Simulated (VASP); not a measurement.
# Zn (P6/mmm) in VASP: a series of runs

Runs on Zn. Level: r2SCAN. Tasks: single point, relaxation of cell and atoms.

Everything below comes from runs of VASP 6.6.1. Logs are shortened: lines on timing, memory, paths and dates and some standing lists are left out, and cuts for length are marked.

## Step 1: The cell of the first run

The structure is hexagonal, space group P6/mmm (No. 191). The conventional cell has a = 2.525 Å, b = 2.525 Å, c = 3.061 Å, α = 90.00°, β = 90.00°, γ = 120.00°. Zn (site symmetry 6/mmm) has 8 Zn at 2.53 to 3.06 Å within 3.3 Å.

This isn't the form of Zn at room conditions, which is hcp.

## Step 2: Single point, r2SCAN

POSCAR

```
Zn
1.0
    2.5253093979      0.0000000000      0.0000000000
   -1.2626546990      2.1869820909      0.0000000000
    0.0000000000      0.0000000000      3.0614772767
Zn
1
Direct
    0.0000000000      0.0000000000      0.0000000000
```

INCAR.step1

```
SYSTEM = Zn
  PREC = Accurate
  ENCUT = 550
  ISMEAR = 0
  SIGMA = 0.1
  LREAL = .False.
  LASPH = .True.
  NELM = 120
  NBANDS = 12
  GGA = PE
  ALGO = Normal
  EDIFF = 1E-5
  LWAVE = .True.
  LCHARG = .False.
  GGA_COMPAT = .False.
```

INCAR.step2

```
SYSTEM = Zn
  PREC = Accurate
  ENCUT = 550
  EDIFF = 1E-6
  ISMEAR = 0
  SIGMA = 0.1
  LREAL = .False.
  LASPH = .True.
  NELM = 120
  ALGO = Normal
  ISIF = 2
  LWAVE = .False.
  LCHARG = .False.
  METAGGA = R2SCAN
  LMIXTAU = .True.
  NBANDS = 12
  ISTART = 1
  GGA_COMPAT = .False.
```

KPOINTS

```
Automatic mesh
0
Gamma
  24 24 22
  0 0 0
```

Potentials or basis: VASP PAW PBE potentials, release 64 (Zn).

Run with:

```bash
$ cat potpaw_PBE.64/Zn/POTCAR > POTCAR
$ cp INCAR.step1 INCAR
$ mpirun -np 1 vasp_std > vasp.out
$ cp INCAR.step2 INCAR
$ mpirun -np 1 vasp_std > vasp.out
```

OUTCAR:

```text
SYSTEM = Zn
   PREC = Accurate
   ENCUT = 550
   EDIFF = 1E-6
   ISMEAR = 0
   LREAL = .False.
   LASPH = .True.
   NELM = 120
   ISIF = 2
   METAGGA = R2SCAN
   ISTART = 1

 ion  position               nearest neighbor table
   1  0.000  0.000  0.000-

  LATTYP: Found a hexagonal cell.
 ALAT       =     2.5253093979
 C/A-ratio  =     1.2123176983

  Lattice vectors:

 A1 = (   2.5253093979,   0.0000000000,   0.0000000000)
 A2 = (  -1.2626546990,   2.1869820909,   0.0000000000)
 A3 = (   0.0000000000,   0.0000000000,   3.0614772767)

Analysis of symmetry for initial positions (statically):
=====================================================================
 Subroutine PRICEL returns:
 Original cell was already a primitive cell.

 Routine SETGRP: Setting up the symmetry group for a
 hexagonal supercell.

 Subroutine GETGRP returns: Found 24 space group operations
 (whereof 24 operations were pure point group operations)
 out of a pool of 24 trial point group operations.

The static configuration has the point symmetry D_6h.

Analysis of symmetry for dynamics (positions and initial velocities):
=====================================================================
 Subroutine PRICEL returns:
 Original cell was already a primitive cell.

 Routine SETGRP: Setting up the symmetry group for a
 hexagonal supercell.

 Subroutine GETGRP returns: Found 24 space group operations
 (whereof 24 operations were pure point group operations)
 out of a pool of 24 trial point group operations.

The dynamic configuration has the point symmetry D_6h.

 Subroutine INISYM returns: Found 24 space group operations
 (whereof 24 operations are pure point group operations),
 and found     1 'primitive' translations

----------------------------------------------------------------------------------------

                                     Primitive cell

  volume of cell :      16.9079

  direct lattice vectors                    reciprocal lattice vectors
     2.525309398  0.000000000  0.000000000     0.395991082  0.228625558  0.000000000
    -1.262654699  2.186982091  0.000000000     0.000000000  0.457251115  0.000000000
     0.000000000  0.000000000  3.061477277     0.000000000  0.000000000  0.326639694

  length of vectors
     2.525309398  2.525309398  3.061477277     0.457251115  0.457251115  0.326639694

  position of ions in fractional coordinates (direct lattice)
     0.000000000  0.000000000  0.000000000

  ion indices of the primitive-cell ions
   primitive index   ion index
[... 82 lines left out ...]
   TEBEG  =    0.0;   TEEND  =   0.0 temperature during run
   PSTRESS=    0.0 pullay stress
   NELECT =      12.0000    total number of electrons
   NUPDOWN=      -1.0000    fix difference up-down
   EMIN   =  10.00;   EMAX   =-10.00  energy-range for DOS
   EFERMI =   0.00;   METHOD = LEGACY
   ISMEAR =     0;   SIGMA  =   0.10  broadening in eV -4-tet -1-fermi 0-gaus
   EFERMI_NEDOS =   21; number of points for ismear=-14 and -15
   IALGO  =     38    algorithm
   IMIX   =      4    mixing-type and parameters
     AMIX     =   0.40;   BMIX     =  1.00
     AMIX_MAG =   1.60;   BMIX_MAG =  1.00
  volume/ion in A,a.u.               =      16.91       114.10
  Fermi-wavevector in a.u.,A,eV,Ry     =   1.460287  2.759543 29.013592  2.132439
  Thomas-Fermi vector in A             =   2.576754
   LORBIT       =      0    0 simple, 1 ext, 2 COOP (PROOUT), +10 PAW based schemes
   METAGGA = R2SCAN    functional components
   LHFCALC =     F    Hartree Fock is set to
   AEXX    =    0.0000 exact exchange contribution
   IVDW    =     0    specifies the selected vdW correction
   LEPSILON=     F    determine dielectric tensor
   LRPA    =     F    only Hartree local field effects (RPA)
 non-spin polarized calculation
 Gauss-broadening in eV      SIGMA  =   0.10
  energy-cutoff  :      550.00
  volume of cell :       16.91
 maximum number of plane-waves:       510
 NGX is ok and might be reduce to    20
   NGX =  9   NGY =  9   NGZ = 11

 number of electron      11.9999999 magnetization

 Free energy of the ion-electron system (eV)
  ---------------------------------------------------
  ext. energy  EPLUGINS =         0.00000000
  ---------------------------------------------------
  free energy    TOTEN  =        -8.78203136 eV

  energy without entropy =       -8.78082640  energy(sigma->0) =       -8.78142888

 E-fermi :   2.1692     XC(G=0): -11.7524

 val. band max:        2.1111750195   @ k =   0.4167   0.0833   0.5000
 cond. band min:       2.1696975195   @ k =   0.4583   0.0417   0.4545
 fundamental gap:      0.0585225000
 Fermi energy:         2.1691981306

 k-point     1 :       0.0000    0.0000    0.0000
  band No.  band energies     occupation
      1      -8.0900      2.00000
      2      -6.1059      2.00000
      3      -5.7753      2.00000
      4      -5.7753      2.00000
      5      -5.1232      2.00000
      6      -5.1232      2.00000
      7       8.2752      0.00000
      8      12.7470      0.00000
      9      24.6086      0.00000
     10      24.6086      0.00000
     11      24.8821      0.00000
     12      27.0647      0.00000
[... 331 lines left out ...]
 k-point    24 :       0.4583    0.0417    0.0000
  band No.  band energies     occupation
      1      -6.7078      2.00000
      2      -5.8878      2.00000
      3      -5.5845      2.00000
      4      -5.2784      2.00000
      5      -4.8026      2.00000
      6      -0.0670      2.00000
      7       2.6636      0.00000
      8      15.3722      0.00000
      9      16.0185      0.00000
     10      18.3846      0.00000
     11      19.7082      0.00000
     12      20.0109      0.00000

 [... further k-points ...]

------------------------ aborting loop because EDIFF is reached ----------------------------------------

  FORCE on cell =-STRESS in cart. coord.  units (eV):
  Direction    XX          YY          ZZ          XY          YZ          ZX
  --------------------------------------------------------------------------------------
  -------------------------------------------------------------------------------------
  Total        0.0722753      0.0722753      0.0261098     -0.0000000     -0.0000000      0.0000000
  in kB        6.8487193      6.8487193      2.4741385     -0.0000000     -0.0000000      0.0000000
  external PRESSURE =       5.3905257 kB  Pullay stress =       0.0000000 kB

 VOLUME and BASIS-vectors are now :
 -----------------------------------------------------------------------------
  energy-cutoff  :      550.00
  volume of cell :       16.91
      direct lattice vectors                 reciprocal lattice vectors
     2.525309398  0.000000000  0.000000000     0.395991082  0.228625558  0.000000000
    -1.262654699  2.186982091  0.000000000     0.000000000  0.457251115  0.000000000
     0.000000000  0.000000000  3.061477277     0.000000000  0.000000000  0.326639694

 POSITION                                       TOTAL-FORCE (eV/Angst)
 -----------------------------------------------------------------------------------
      0.00000      0.00000      0.00000         0.000000      0.000000      0.000000
 -----------------------------------------------------------------------------------
    total drift:                                0.000000      0.000000      0.000000

  FREE ENERGIE OF THE ION-ELECTRON SYSTEM (eV)
  ---------------------------------------------------
  free  energy   TOTEN  =        -8.7820313561 eV

  energy  without entropy=       -8.7808264001  energy(sigma->0) =       -8.78142888
```

OUTCAR.step1:

```text
SYSTEM = Zn
   PREC = Accurate
   ENCUT = 550
   ISMEAR = 0
   LREAL = .False.
   LASPH = .True.
   NELM = 120
[... 578 lines left out ...]
 -----------------------------------------------------------------------------------
      0.00000      0.00000      0.00000         0.000000      0.000000      0.000000
 -----------------------------------------------------------------------------------
    total drift:                               -0.000000      0.000000     -0.000000

  FREE ENERGIE OF THE ION-ELECTRON SYSTEM (eV)
  ---------------------------------------------------
  free  energy   TOTEN  =        -0.9869308680 eV

  energy  without entropy=       -0.9858015849  energy(sigma->0) =       -0.98636623
```

OSZICAR.step1:

```text
N       E                     dE             d eps       ncg     rms          rms(c)
DAV:   1     0.445179546810E+02    0.44518E+02   -0.67740E+03 17900   0.158E+03
DAV:   2     0.404741912168E+00   -0.44113E+02   -0.41662E+02 18128   0.220E+02
DAV:   3    -0.109298836552E+01   -0.14977E+01   -0.14952E+01 20684   0.398E+01
DAV:   4    -0.109729269354E+01   -0.43043E-02   -0.43041E-02 19468   0.213E+00
DAV:   5    -0.109729653849E+01   -0.38450E-05   -0.38448E-05 20572   0.618E-02    0.287E+00
DAV:   6    -0.996676346066E+00    0.10062E+00   -0.54025E-01 21224   0.146E+01    0.199E+00
DAV:   7    -0.989737488588E+00    0.69389E-02   -0.12796E-02 19240   0.203E+00    0.990E-01
DAV:   8    -0.986924911169E+00    0.28126E-02   -0.22453E-03 19388   0.722E-01    0.398E-02
DAV:   9    -0.986932488004E+00   -0.75768E-05   -0.17683E-04 20160   0.167E-01    0.201E-02
DAV:  10    -0.986930868021E+00    0.16200E-05   -0.12762E-05 13852   0.605E-02
   1 F= -.98693087E+00 E0= -.98636623E+00  d E =-.112928E-02
```

Run time: 5.6 min. Hardware: 1 thread of Intel Xeon Platinum 8488C (Sapphire Rapids), shared host; peak memory 0.26 GiB.

What came out:

```yaml
Free_energy: -8.7820 eV
Pressure: 0.5 GPa
Band_gap_on_the_k_mesh: zero (bands 6 and 7 overlap by 7.79 eV)
```

Stress tensor (GPa, compression positive):
```
0.68 0.00 0.00
0.00 0.68 0.00
0.00 0.00 0.25
```

Levels at points of the mesh, in eV from the Fermi level:
| k point | band 2 | band 3 | band 4 | band 5 | band 6 | band 7 | band 8 | band 9 | band 10 | band 11 |
| --- | --- | --- | --- | --- | --- | --- | --- | --- | --- | --- |
| (0.00, 0.00, 0.00) | -8.28 | -7.94 | -7.94 | -7.29 | -7.29 | 6.11 | 10.58 | 22.44 | 22.44 | 22.71 |
| (0.50, 0.00, 0.00) | -8.06 | -7.75 | -7.44 | -6.93 | -2.12 | 0.24 | 13.93 | 14.06 | 16.30 | 17.00 |
| (0.00, 0.00, 0.50) | -7.93 | -7.93 | -7.36 | -7.36 | -5.63 | -3.76 | 24.70 | 25.55 | 25.55 | 26.95 |
| (0.50, 0.00, 0.50) | -8.43 | -7.54 | -7.24 | -6.93 | 0.13 | 3.76 | 3.78 | 7.08 | 16.57 | 20.87 |

Caveat: the PAW data sets were made with another functional, which shifts forces and pressure a little.

## Step 3: Relaxation of cell and atoms, r2SCAN

POSCAR is that of step 2.

INCAR.step1

```
ALGO = Normal ; EDIFF = 1E-5
EDIFFG = -0.005 ; ENCUT = 550
GGA = PE ; GGA_COMPAT = False
IBRION = 2 ; ISIF = 3
ISMEAR = 0 ; LASPH = True
LCHARG = False ; LREAL = False
LWAVE = True ; NELM = 120
NELMIN = 4 ; NSW = 100
PREC = Accurate ; SIGMA = 0.1
```

INCAR.step2

```
ALGO = Normal ; EDIFF = 1E-7
EDIFFG = -0.01 ; ENCUT = 550
GGA_COMPAT = False ; IBRION = 2
ISIF = 3 ; ISMEAR = 0
ISTART = 1 ; LASPH = True
LCHARG = False ; LMIXTAU = True
LREAL = False ; LWAVE = False
METAGGA = R2SCAN ; NELM = 120
NELMIN = 4 ; NSW = 100
PREC = Accurate ; SIGMA = 0.1
```

KPOINTS

```
k-points
0
Gamma
  24 24 18
```

Potentials or basis: VASP PAW PBE potentials, release 64 (Zn).

Run with:

```bash
$ cat potpaw_PBE.64/Zn/POTCAR > POTCAR
$ cp INCAR.step1 INCAR
$ mpirun -np 1 vasp_std > vasp.out
$ cp INCAR.step2 INCAR
$ mpirun -np 1 vasp_std > vasp.out
```

Run time: 19 min. Hardware: 1 thread of Intel Xeon Platinum 8488C (Sapphire Rapids), shared host; peak memory 0.24 GiB.

It converged, with:

```
Free energy                           : -8.7817 eV
Relaxed volume                        : 17.00 Å³/atom
Relaxed cell                          : a = 2.532 Å, b = 2.532 Å, c = 3.063 Å, α = 90.00°, β = 90.00°, γ = 120.00°
Space group after relaxing (to 0.1 Å) : P6/mmm (No. 191)
Energy gained by relaxing             : 0.1 meV/atom
Ionic steps                           : 4
Pressure after relaxing               : 0.0 GPa
Band gap on the k mesh                : zero (bands 6 and 7 overlap by 7.75 eV)
```

Step by step:
```csv
step,energy change (eV),largest force (eV/Å),pressure (GPa),volume (Å³)
1,0.0000,0.0000,0.54,16.91
2,0.0000,0.0000,-0.22,17.05
3,-0.0001,0.0000,0.16,16.98
4,-0.0001,0.0000,0.01,17.00
```

Final structure:
```
Zn
1.0
     2.53187    0.00000    0.00000
    -1.26594    2.19267    0.00000
     0.00000    0.00000    3.06281
Zn
1
Direct
  0.00000 0.00000 0.00000
```

Levels at points of the mesh, in eV from the Fermi level:
```
           k point  band 2  band 3  band 4  band 5  band 6  band 7  band 8  band 9  band 10
(0.00, 0.00, 0.00)   -8.29   -7.96   -7.96   -7.31   -7.31    6.11   10.56   22.26    22.26
(0.50, 0.00, 0.00)   -8.07   -7.77   -7.46   -6.96   -2.13    0.18   13.87   13.94    16.26
(0.00, 0.00, 0.50)   -7.94   -7.94   -7.38   -7.38   -5.64   -3.76   24.60   25.36    25.36
(0.50, 0.00, 0.50)   -8.44   -7.56   -7.26   -6.96    0.11    3.69    3.74    7.04    16.45
```

Caveat: the PAW data sets were made with another functional, which shifts forces and pressure a little.

The gap in the log of VASP goes by the Fermi energy; the results here count the filled bands.